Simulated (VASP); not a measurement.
**Ga8N7 (a cell with a defect): relaxation of the atoms with PBE**

System: Ga8N7 (a cell with a defect).

```
Ga N
1.0
     0.00000    0.00000    5.24317
     3.21837    5.57438    0.00000
    -6.43674    0.00000    0.00000
Ga N
8 7
Direct
  0.50477 0.16667 0.33333
  0.49590 0.16481 0.83240
  0.49590 0.66760 0.33519
  0.49590 0.66760 0.83240
  0.99966 0.33202 0.66404
  0.99966 0.33202 0.16798
  0.00163 0.83333 0.66667
  0.99966 0.83596 0.16798
  0.87384 0.16890 0.83445
  0.87384 0.66555 0.33110
  0.87384 0.66555 0.83445
  0.37822 0.32788 0.65575
  0.37822 0.32788 0.17212
  0.37484 0.83333 0.66667
  0.37822 0.84425 0.17212
```

This cell differs from its parent crystal: atoms taken out.

* Program: VASP 6.6.1
* Task: relaxation of the atoms
* Functional: PBE
* Potentials or basis: VASP PAW PBE potentials, release 64 (Ga_d, N)
* Cutoff: 520 eV
* k mesh: 1 × 1 × 1
* Occupations: gaussian, width 0.01 eV
* Spin: collinear spin
* Starting moments: [0.25, 0.0, 0.0, 0.0, 0.25, 0.25, 0.0, 0.25, 0.0, 0.0, 0.0, 0.0, 0.0, 0.0, 0.0] μB
* Dipole correction: no
* Charge: 2
* Further INCAR settings: LREAL = Auto; ALGO = Normal; EDIFF = 1e-07; IBRION = 2; EDIFFG = -0.025; NSW = 65; NELECT = 137.0

The energy gained by relaxing is 3.5 meV/atom. The ionic steps are 8, the largest force after relaxing is 0.015 eV/Å and the net moment is 1.00 μB per cell. The site moments are Ga +0.00, +0.02, +0.01 (each value once); N +0.06, +0.10, +0.23 (each value once) μB and the valence electrons inside the program's atomic spheres are Ga 11.68, 11.66, 11.59, 11.69 (each value once); N 3.67, 3.68 (each value once).

Forces on the atoms (eV/Å):
```
Ga   0.000  0.000  0.015
Ga   0.000  0.004 -0.006
Ga   0.003 -0.002 -0.006
Ga  -0.003 -0.002 -0.006
Ga  -0.009  0.005  0.002
Ga   0.009  0.005  0.002
Ga   0.000  0.000  0.002
Ga   0.000 -0.011  0.002
N    0.000  0.009 -0.005
N    0.008 -0.004 -0.005
N   -0.008 -0.004 -0.005
N   -0.003  0.002  0.007
N    0.003  0.002  0.007
N    0.000  0.000 -0.011
N    0.000 -0.004  0.007
```

Step by step:
| step | energy change (eV) | largest force (eV/Å) | pressure (GPa) |
| --- | --- | --- | --- |
| 1 | 0.0000 | 0.6720 | -19.52 |
| 2 | -0.0491 | 0.1199 | -19.73 |
| 3 | -0.0491 | 0.1172 | -19.72 |
| 4 | -0.0518 | 0.0714 | -19.86 |
| 5 | -0.0521 | 0.0497 | -19.93 |
| 6 | -0.0525 | 0.0401 | -19.96 |
| 7 | -0.0526 | 0.0376 | -19.98 |
| 8 | -0.0529 | 0.0148 | -20.01 |

Final structure:
```
Ga N
1.0
     0.00000    0.00000    5.24317
     3.21837    5.57438    0.00000
    -6.43674    0.00000    0.00000
Ga N
8 7
Direct
  0.51081 0.16667 0.33333
  0.50022 0.16847 0.83423
  0.50022 0.66577 0.33153
  0.50022 0.66577 0.83423
  0.99848 0.33050 0.66101
  0.99848 0.33050 0.16950
  0.99838 0.83333 0.66667
  0.99848 0.83899 0.16950
  0.87271 0.16922 0.83461
  0.87271 0.66539 0.33078
  0.87271 0.66539 0.83461
  0.37724 0.32704 0.65409
  0.37724 0.32704 0.17296
  0.36899 0.83333 0.66667
  0.37724 0.84591 0.17296
```

Levels at points of the mesh, in eV from the Fermi level:
Spin up:
```tsv
k point	band 66	band 67	band 68	band 69	band 70	band 71	band 72	band 73
(0.00, 0.00, 0.00)	-0.93	-0.82	-0.33	-0.33	2.83	3.37	4.07	4.07
```
Spin down:
```tsv
k point	band 63	band 64	band 65	band 66	band 67	band 68	band 69	band 70	band 71	band 72
(0.00, 0.00, 0.00)	-1.90	-0.77	-0.77	-0.74	-0.73	0.00	0.00	2.89	3.40	4.11
```

Wall time 21 min on 1 thread of Intel Xeon 8259CL, with other jobs on the host, peak memory 0.36 GiB.

Caveat: the k points lie up to 1.20 Å⁻¹ apart; the cell carries a net charge on a neutralising background, which shifts energy and pressure; the cell differs from its parent crystal (atoms taken out); the cell is charged against a uniform background, so pressure and absolute levels hang on convention.
